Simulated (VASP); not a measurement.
# Zr (P6_3/mmc) in VASP: further runs

Zr is run at these levels: RPBE; tasks: single point, relaxation of cell and atoms.

Everything below comes from runs of VASP 6.6.1. Logs are shortened: lines on timing, memory, paths and dates and some standing lists are left out, and cuts for length are marked.

## Step 1: The cell of the first run

It takes space group P6_3/mmc (No. 194, hexagonal). The conventional cell has a = 3.260 Å, b = 3.260 Å, c = 5.210 Å, α = 90.00°, β = 90.00°, γ = 120.00°. Within 4.2 Å of Zr (site symmetry -6m2) lie 12 Zr at 3.21 to 3.26 Å.

## Step 2: Single point, RPBE

INCAR

```
SYSTEM = Zr
PREC = Accurate ; ENCUT = 520
EDIFF = 1E-6 ; ISMEAR = -1
SIGMA = 0.1 ; LREAL = .False.
LASPH = .True. ; NELM = 100
ALGO = Normal ; ISIF = 2
LWAVE = .False. ; LCHARG = .False.
GGA = RP ; NBANDS = 19
```

KPOINTS

```
Automatic mesh
0
Gamma
  11 11 6
  0 0 0
```

POSCAR

```
Zr
1.0
    3.2599357124      0.0000000000      0.0000000000
   -1.6299678562      2.8231871417      0.0000000000
    0.0000000000      0.0000000000      5.2095910046
Zr
2
Direct
    0.3333333333      0.6666666667      0.2500000000
    0.6666666667      0.3333333333      0.7500000000
```

Potentials or basis: VASP PAW PBE potentials, release 64 (Zr_sv).

On the command line:

```
cat potpaw_PBE.64/Zr_sv/POTCAR > POTCAR
mpirun -np 1 vasp_std > vasp.out
```

OUTCAR:

```text
SYSTEM = Zr
   PREC = Accurate
   ENCUT = 520
   EDIFF = 1E-6
   ISMEAR = -1
   LREAL = .False.
   LASPH = .True.
   NELM = 100
   ISIF = 2
   GGA = RP

 ion  position               nearest neighbor table
   1  0.333  0.667  0.250-   2 3.21   2 3.21   2 3.21   2 3.21   2 3.21   2 3.21
   2  0.667  0.333  0.750-   1 3.21   1 3.21   1 3.21   1 3.21   1 3.21   1 3.21

  LATTYP: Found a hexagonal cell.
 ALAT       =     3.2599357124
 C/A-ratio  =     1.5980655645

  Lattice vectors:

 A1 = (   3.2599357124,   0.0000000000,   0.0000000000)
 A2 = (  -1.6299678562,   2.8231871417,   0.0000000000)
 A3 = (   0.0000000000,   0.0000000000,   5.2095910046)

Analysis of symmetry for initial positions (statically):
=====================================================================
 Subroutine PRICEL returns:
 Original cell was already a primitive cell.

 Routine SETGRP: Setting up the symmetry group for a
 hexagonal supercell.

 Subroutine GETGRP returns: Found 24 space group operations
 (whereof 12 operations were pure point group operations)
 out of a pool of 24 trial point group operations.

The static configuration has the point symmetry D_3d.
 The point group associated with its full space group is D_6h.

Analysis of symmetry for dynamics (positions and initial velocities):
=====================================================================
 Subroutine PRICEL returns:
 Original cell was already a primitive cell.

 Routine SETGRP: Setting up the symmetry group for a
 hexagonal supercell.

 Subroutine GETGRP returns: Found 24 space group operations
 (whereof 12 operations were pure point group operations)
 out of a pool of 24 trial point group operations.

The dynamic configuration has the point symmetry D_3d.
 The point group associated with its full space group is D_6h.

 Subroutine INISYM returns: Found 24 space group operations
 (whereof 12 operations are pure point group operations),
 and found     1 'primitive' translations

----------------------------------------------------------------------------------------

                                     Primitive cell

  volume of cell :      47.9460

  direct lattice vectors                    reciprocal lattice vectors
     3.259935712  0.000000000  0.000000000     0.306754515  0.177104802  0.000000000
    -1.629967856  2.823187142  0.000000000     0.000000000  0.354209604  0.000000000
     0.000000000  0.000000000  5.209591005     0.000000000  0.000000000  0.191953648

  length of vectors
     3.259935712  3.259935712  5.209591005     0.354209604  0.354209604  0.191953648

  position of ions in fractional coordinates (direct lattice)
     0.333333333  0.666666667  0.250000000
     0.666666667  0.333333333  0.750000000

  ion indices of the primitive-cell ions
   primitive index   ion index
                 1           1
                 2           2

----------------------------------------------------------------------------------------

 KPOINTS: Automatic mesh

Automatic generation of k-mesh.
 Grid dimensions read from file:
 generate k-points for:   11   11    6

 Generating k-lattice:

  Cartesian coordinates                     Fractional coordinates (reciprocal lattice)
     0.027886774  0.016100437  0.000000000     0.090909091  0.000000000  0.000000000
     0.000000000  0.032200873  0.000000000     0.000000000  0.090909091  0.000000000
     0.000000000  0.000000000  0.031992275     0.000000000  0.000000000  0.166666667

  Length of vectors
     0.032200873  0.032200873  0.031992275

  Shift w.r.t. Gamma in fractional coordinates (k-lattice)
     0.000000000  0.000000000  0.000000000

 Subroutine IBZKPT returns following result:
 ===========================================

 Found     64 irreducible k-points:

 Following reciprocal coordinates:
            Coordinates               Weight
  0.000000  0.000000  0.000000      1.000000
  0.090909  0.000000  0.000000      6.000000
  0.181818  0.000000  0.000000      6.000000
  0.272727 -0.000000  0.000000      6.000000
  0.363636 -0.000000  0.000000      6.000000
  0.454545 -0.000000  0.000000      6.000000
[... 16 lines left out ...]
  0.090909  0.090909  0.166667     12.000000
  0.181818  0.090909  0.166667     24.000000
 [... further k-points ...]
   k-points           NKPTS =     64   k-points in BZ     NKDIM =     64   number of bands    NBANDS=     19
   number of dos      NEDOS =    301   number of ions     NIONS =      2
   total plane-waves  NPLWV =  23040
   dimension x,y,z NGX =    24 NGY =   24 NGZ =   40
   dimension x,y,z NGXF=    48 NGYF=   48 NGZF=   80
   ions per type =               2
   NGX,Y,Z   is equivalent  to a cutoff of  12.24, 12.24, 12.76 a.u.
   NGXF,Y,Z  is equivalent  to a cutoff of  24.48, 24.48, 25.53 a.u.
 SYSTEM =  Zr
   PREC   = accura    normal or accurate (medium, high low for compatibility)
   ISTART =      0    job   : 0-new  1-cont  2-samecut
   ICHARG =      2    charge: 1-file 2-atom 10-const
   ISPIN  =      1    spin polarized calculation?
   LNONCOLLINEAR =      F non collinear calculations
   LSORBIT =      F    spin-orbit coupling
   LASPH  =      T    aspherical Exc in radial PAW
   ENCUT  =  520.0 eV  38.22 Ry    6.18 a.u.   6.06  6.06  9.69*2*pi/ulx,y,z
   NELM   =    100;   NELMIN=  2; NELMDL= -5     # of ELM steps
   EDIFF  = 0.1E-05   stopping-criterion for ELM
   LREAL  =      F    real-space projection
   EDIFFG = 0.1E-04   stopping-criterion for IOM
   NSW    =      0    number of steps for IOM
   IBRION =     -1    ionic relax: 0-MD 1-quasi-New 2-CG
   NFREE  =      0    steps in history (QN), initial steepest desc. (CG)
   ISIF   =      2    stress and relaxation
   ISYM   =      2    0-nonsym 1-usesym 2-fastsym
   POTIM  = 0.5000    time-step for ionic-motion
   TEBEG  =    0.0;   TEEND  =   0.0 temperature during run
   PSTRESS=    0.0 pullay stress
   NELECT =      24.0000    total number of electrons
   NUPDOWN=      -1.0000    fix difference up-down
   EMIN   =  10.00;   EMAX   =-10.00  energy-range for DOS
   EFERMI =   0.00;   METHOD = LEGACY
   ISMEAR =    -1;   SIGMA  =   0.10  broadening in eV -4-tet -1-fermi 0-gaus
   EFERMI_NEDOS =   21; number of points for ismear=-14 and -15
   IALGO  =     38    algorithm
   IMIX   =      4    mixing-type and parameters
     AMIX     =   0.40;   BMIX     =  1.00
     AMIX_MAG =   1.60;   BMIX_MAG =  1.00
  volume/ion in A,a.u.               =      23.97       161.78
  Fermi-wavevector in a.u.,A,eV,Ry     =   1.299854  2.456367 22.988670  1.689620
  Thomas-Fermi vector in A             =   2.431091
   LORBIT       =      0    0 simple, 1 ext, 2 COOP (PROOUT), +10 PAW based schemes
   GGA     = RP    functional components
   LHFCALC =     F    Hartree Fock is set to
   AEXX    =    0.0000 exact exchange contribution
   IVDW    =     0    specifies the selected vdW correction
   LEPSILON=     F    determine dielectric tensor
   LRPA    =     F    only Hartree local field effects (RPA)
 non-spin polarized calculation
  energy-cutoff  :      520.00
  volume of cell :       47.95
 maximum number of plane-waves:      1306
   NGX = 13   NGY = 13   NGZ = 19

 number of electron      24.0000001 magnetization

 Free energy of the ion-electron system (eV)
  ---------------------------------------------------
  ext. energy  EPLUGINS =         0.00000000
  ---------------------------------------------------
  free energy    TOTEN  =       -16.22782699 eV

  energy without entropy =      -16.15639270  energy(sigma->0) =      -16.19210984

 E-fermi :   8.7352     XC(G=0): -10.8740

 val. band max:        8.7319056448   @ k =   0.3636   0.2727   0.3333
 cond. band min:       8.7661576834   @ k =   0.0909   0.0909   0.0000
 fundamental gap:      0.0342520386
 Fermi energy:         8.7352169737

 k-point     1 :       0.0000    0.0000    0.0000
  band No.  band energies     occupation
      1     -40.1671      2.00000
      2     -40.0329      2.00000
      3     -18.6302      2.00000
      4     -17.8451      2.00000
      5     -17.8451      2.00000
      6     -17.7255      2.00000
[... 11 lines left out ...]
     18      10.8774      0.00000
     19      13.0615      0.00000

 k-point     2 :       0.0909    0.0000    0.0000
  band No.  band energies     occupation
      1     -40.1589      2.00000
      2     -40.0294      2.00000
      3     -18.6074      2.00000
      4     -17.8955      2.00000
      5     -17.8615      2.00000
      6     -17.7709      2.00000
[... 11 lines left out ...]
     18      10.6887      0.00000
     19      13.1963      0.00000

 k-point     3 :       0.1818    0.0000    0.0000
  band No.  band energies     occupation
      1     -40.1361      2.00000
      2     -40.0205      2.00000
      3     -18.5427      2.00000
      4     -18.0305      2.00000
      5     -17.9069      2.00000
      6     -17.9040      2.00000
[... 11 lines left out ...]
     18      11.0392      0.00000
     19      13.4567      0.00000

 k-point     4 :       0.2727   -0.0000    0.0000
  band No.  band energies     occupation
      1     -40.1047      2.00000
      2     -40.0104      2.00000
      3     -18.4471      2.00000
      4     -18.2071      2.00000
      5     -18.0767      2.00000
      6     -17.9568      2.00000
[... 11 lines left out ...]
     18      11.8881      0.00000
     19      13.6735      0.00000

 k-point     5 :       0.3636   -0.0000    0.0000
  band No.  band energies     occupation
      1     -40.0727      2.00000
      2     -40.0039      2.00000
      3     -18.3684      2.00000
      4     -18.3394      2.00000
      5     -18.2259      2.00000
      6     -18.0035      2.00000
[... 11 lines left out ...]
     18      12.8704      0.00000
     19      13.8013      0.00000

 k-point     6 :       0.4545   -0.0000    0.0000
  band No.  band energies     occupation
      1     -40.0506      2.00000
      2     -40.0031      2.00000
      3     -18.4635      2.00000
      4     -18.3120      2.00000
      5     -18.2541      2.00000
      6     -18.0306      2.00000
[... 11 lines left out ...]
     18      13.8553      0.00000
     19      13.9802      0.00000

 k-point     7 :       0.0909    0.0909    0.0000
  band No.  band energies     occupation
      1     -40.1434      2.00000
      2     -40.0232      2.00000
      3     -18.5636      2.00000
      4     -17.9769      2.00000
      5     -17.9211      2.00000
      6     -17.8382      2.00000
[... 11 lines left out ...]
     18      10.9165      0.00000
     19      13.3393      0.00000

 k-point     8 :       0.1818    0.0909    0.0000
  band No.  band energies     occupation
      1     -40.1162      2.00000
      2     -40.0138      2.00000
      3     -18.4832      2.00000
      4     -18.1200      2.00000
      5     -18.0461      2.00000
      6     -17.9155      2.00000
[... 256 lines left out ...]
 k-point    20 :       0.2727   -0.0000    0.1667
  band No.  band energies     occupation
      1     -40.0984      2.00000
      2     -40.0168      2.00000
      3     -18.4425      2.00000
      4     -18.1738      2.00000
      5     -18.1093      2.00000
      6     -17.9447      2.00000
[... 11 lines left out ...]
     18      11.7905      0.00000
     19      13.5411      0.00000

 k-point    21 :       0.3636   -0.0000    0.1667
  band No.  band energies     occupation
      1     -40.0681      2.00000
      2     -40.0085      2.00000
      3     -18.4473      2.00000
      4     -18.2889      2.00000
      5     -18.2027      2.00000
      6     -17.9901      2.00000
[... 11 lines left out ...]
     18      12.6674      0.00000
     19      13.6596      0.00000

 k-point    22 :       0.4545   -0.0000    0.1667
  band No.  band energies     occupation
      1     -40.0474      2.00000
      2     -40.0063      2.00000
      3     -18.5074      2.00000
      4     -18.3630      2.00000
      5     -18.1756      2.00000
      6     -18.0165      2.00000
[... 11 lines left out ...]
     18      13.8214      0.00000
     19      13.8243      0.00000

 k-point    23 :       0.0909    0.0909    0.1667
  band No.  band energies     occupation
      1     -40.1354      2.00000
      2     -40.0314      2.00000
      3     -18.5189      2.00000
      4     -17.9621      2.00000
      5     -17.9336      2.00000
      6     -17.8683      2.00000
[... 11 lines left out ...]
     18      11.1499      0.00000
     19      13.3096      0.00000

 k-point    24 :       0.1818    0.0909    0.1667
  band No.  band energies     occupation
      1     -40.1094      2.00000
      2     -40.0207      2.00000
      3     -18.4604      2.00000
      4     -18.1017      2.00000
      5     -18.0631      2.00000
      6     -17.9263      2.00000
[... 11 lines left out ...]
     18      11.7258      0.00000
     19      13.4186      0.00000

 [... further k-points ...]

------------------------ aborting loop because EDIFF is reached ----------------------------------------

  FORCE on cell =-STRESS in cart. coord.  units (eV):
  Direction    XX          YY          ZZ          XY          YZ          ZX
  --------------------------------------------------------------------------------------
  -------------------------------------------------------------------------------------
  Total       -0.0049155     -0.0049155     -0.0014441      0.0000000      0.0000000      0.0000000
  in kB       -0.1642581     -0.1642581     -0.0482558      0.0000000      0.0000000      0.0000000
  external PRESSURE =      -0.1255907 kB  Pullay stress =       0.0000000 kB

 VOLUME and BASIS-vectors are now :
 -----------------------------------------------------------------------------
  energy-cutoff  :      520.00
  volume of cell :       47.95
      direct lattice vectors                 reciprocal lattice vectors
     3.259935712  0.000000000  0.000000000     0.306754515  0.177104802  0.000000000
    -1.629967856  2.823187142  0.000000000     0.000000000  0.354209604  0.000000000
     0.000000000  0.000000000  5.209591005     0.000000000  0.000000000  0.191953648

 POSITION                                       TOTAL-FORCE (eV/Angst)
 -----------------------------------------------------------------------------------
     -0.00000      1.88212      1.30240         0.000000     -0.000000      0.000000
      1.62997      0.94106      3.90719        -0.000000      0.000000      0.000000
 -----------------------------------------------------------------------------------
    total drift:                               -0.000000      0.000000     -0.000000

  FREE ENERGIE OF THE ION-ELECTRON SYSTEM (eV)
  ---------------------------------------------------
  free  energy   TOTEN  =       -16.2278269864 eV

  energy  without entropy=      -16.1563926975  energy(sigma->0) =      -16.19210984
```

Run time: 17 s. Hardware: 1 thread of Intel Xeon 6975P-C (Granite Rapids), shared host; peak memory 0.18 GiB.

What came out:

* Free energy: -16.2278 eV
* Pressure: 0.0 GPa
* Band gap on the k mesh: zero (band 12 reaches 9.63 eV, above the bottom of band 13 at 8.60 eV)

Caveat: the PAW data sets were made with another functional, which shifts forces and pressure a little.

## Step 3: Relaxation of cell and atoms, RPBE

This run uses another cell than the first one, of 23.28 Å³/atom, 0.971 times its volume.

INCAR

```
PREC = Accurate
ENCUT = 600
EDIFF = 1E-7
ISMEAR = -1
SIGMA = 0.1
LREAL = F
LASPH = T
NELM = 60
ALGO = Normal
ISIF = 3
LWAVE = F
LCHARG = F
GGA = RP
IBRION = 2
NSW = 80
EDIFFG = -0.01
```

KPOINTS

```
Automatic mesh
0
Gamma
  11 11 6
```

POSCAR

```
Zr
1.0
    3.2319982225      0.0000000000      0.0000000000
   -1.6159991112      2.7989925656      0.0000000000
    0.0000000000      0.0000000000      5.1470000000
Zr
2
Direct
    0.3333333333      0.6666666667      0.2500000000
    0.6666666667      0.3333333333      0.7500000000
```

Potentials or basis: VASP PAW PBE potentials, release 64 (Zr_sv).

On the command line:

```
cat potpaw_PBE.64/Zr_sv/POTCAR > POTCAR
mpirun -np 1 vasp_std > vasp.out
```

Run time: 1.9 min. Hardware: 1 thread of Intel Xeon 6975P-C (Granite Rapids), shared host; peak memory 0.21 GiB.

The run converged. Its results:

```yaml
Free_energy: -16.2279 eV
Relaxed_volume: 23.96 Å³/atom
Relaxed_cell: a = 3.259 Å, b = 3.259 Å, c = 5.209 Å, α = 90.00°, β = 90.00°, γ = 120.00°
Space_group_after_relaxing_to_0.05_Å: P6_3/mmc (No. 194)
Energy_gained_by_relaxing: 5.9 meV/atom
Ionic_steps: 6
Pressure_after_relaxing: 0.0 GPa
Band_gap_on_the_k_mesh: zero (band 12 reaches 9.64 eV, above the bottom of band 13 at 8.60 eV)
```

Step by step:
```csv
step,energy change (eV),largest force (eV/Å),pressure (GPa),volume (Å³)
1,0.0000,0.0000,2.76,46.56
2,-0.0013,0.0000,-2.40,49.31
3,-0.0117,0.0000,-0.02,47.95
4,-0.0117,0.0000,0.04,47.92
5,-0.0117,0.0000,0.04,47.92
6,-0.0117,0.0000,0.04,47.92
```

Final structure:
```xyz
2
Lattice="3.2592 0.0000 0.0000 -1.6296 2.8226 0.0000 0.0000 0.0000 5.2087" Properties=species:S:1:pos:R:3 pbc="T T T"
Zr    0.0000    1.8817    1.3022
Zr    1.6296    0.9409    3.9066
```

Levels at points of the mesh, in eV from the Fermi level:
| k point | band 8 | band 9 | band 10 | band 11 | band 12 | band 13 | band 14 | band 15 | band 16 |
| --- | --- | --- | --- | --- | --- | --- | --- | --- | --- |
| (0.00, 0.00, 0.00) | -26.45 | -5.58 | -2.93 | 0.90 | 0.90 | 1.00 | 1.04 | 1.55 | 1.55 |
| (0.00, 0.00, 0.50) | -26.52 | -3.91 | -3.91 | 0.06 | 0.06 | 0.81 | 0.81 | 0.81 | 0.81 |

Caveat: the PAW data sets were made with another functional, which shifts forces and pressure a little.

## Step 4: Single point, RPBE (volume scaled by 0.88)

INCAR

```
PREC = Accurate
ENCUT = 520
EDIFF = 1E-7
ISMEAR = -1
SIGMA = 0.1
LREAL = False
LASPH = True
NELM = 80
ALGO = Normal
ISIF = 2
LWAVE = False
LCHARG = True
GGA = RP
LELF = True
LVHAR = True
NBANDS = 19
```

KPOINTS

```
regular mesh
0
Gamma
  18 18 10
```

POSCAR

```
Zr
1.0
    3.1239441411      0.0000000000      0.0000000000
   -1.5619720705      2.7054149862      0.0000000000
    0.0000000000      0.0000000000      4.9922675573
Zr
2
Direct
    0.3333333333      0.6666666667      0.2500000000
    0.6666666667      0.3333333333      0.7500000000
```

On the command line:

```
cat potpaw_PBE.64/Zr_sv/POTCAR > POTCAR
mpirun -np 1 vasp_std > vasp.out
```

Wall time 58 s (1 thread of Intel Xeon 6975P-C (Granite Rapids), shared host); peak memory 0.26 GiB.

The run converged. Its results:

```yaml
Free_energy: -15.9964 eV
Pressure: 14.0 GPa
Band_gap_on_the_k_mesh: zero (band 12 reaches 11.19 eV, above the bottom of band 13 at 9.93 eV)
```

Stress tensor (GPa, compression positive):
```
13.51  0.00  0.00
 0.00 13.51  0.00
 0.00  0.00 14.93
```

Levels at points of the mesh, in eV from the Fermi level:
| k point | band 8 | band 9 | band 10 | band 11 | band 12 | band 13 | band 14 | band 15 | band 16 | band 17 |
| --- | --- | --- | --- | --- | --- | --- | --- | --- | --- | --- |
| (0.00, 0.00, 0.00) | -26.01 | -5.77 | -3.28 | 0.91 | 0.91 | 1.05 | 1.58 | 1.69 | 1.69 | 2.38 |
| (0.50, 0.00, 0.00) | -26.17 | -2.92 | -2.61 | -2.43 | 0.05 | 0.56 | 0.92 | 1.66 | 5.52 | 5.96 |
| (0.00, 0.00, 0.50) | -26.11 | -3.96 | -3.96 | 0.05 | 0.05 | 0.81 | 0.81 | 0.81 | 0.81 | 4.42 |
| (0.50, 0.00, 0.50) | -26.33 | -3.14 | -3.14 | -1.24 | -1.24 | 2.05 | 2.05 | 2.45 | 2.45 | 5.78 |

Caveat: the cell differs from its parent crystal (volume scaled by 0.88); the PAW data sets were made with another functional, which shifts forces and pressure a little.

## Step 5: Overview

| task | cell | k mesh | cutoff (eV) | gap on the mesh (eV) | pressure (GPa) |
| --- | --- | --- | --- | --- | --- |
| single point | a = 3.260, b = 3.260, c = 5.210 Å, angles 90.0, 90.0, 120.0°, 2 atoms | 11 × 11 × 6 | 520 | none | 0.0 |
| relaxation of cell and atoms | relaxed from a = 3.232, b = 3.232, c = 5.147 Å, angles 90.0, 90.0, 120.0°, 2 atoms | 11 × 11 × 6 | 600 | none | 0.0 |
| single point | a = 3.124, b = 3.124, c = 4.992 Å, angles 90.0, 90.0, 120.0°, 2 atoms | 18 × 18 × 10 | 520 | none | 14.0 |

Alike in all rows: level RPBE; potentials or basis VASP PAW PBE potentials, release 64 (Zr_sv); no spin polarisation; smearing fermi-dirac 0.1 eV.

Caveats: the PAW data sets were made with another functional, which shifts forces and pressure a little.

Absolute energies hang on the potentials; compare differences alone.
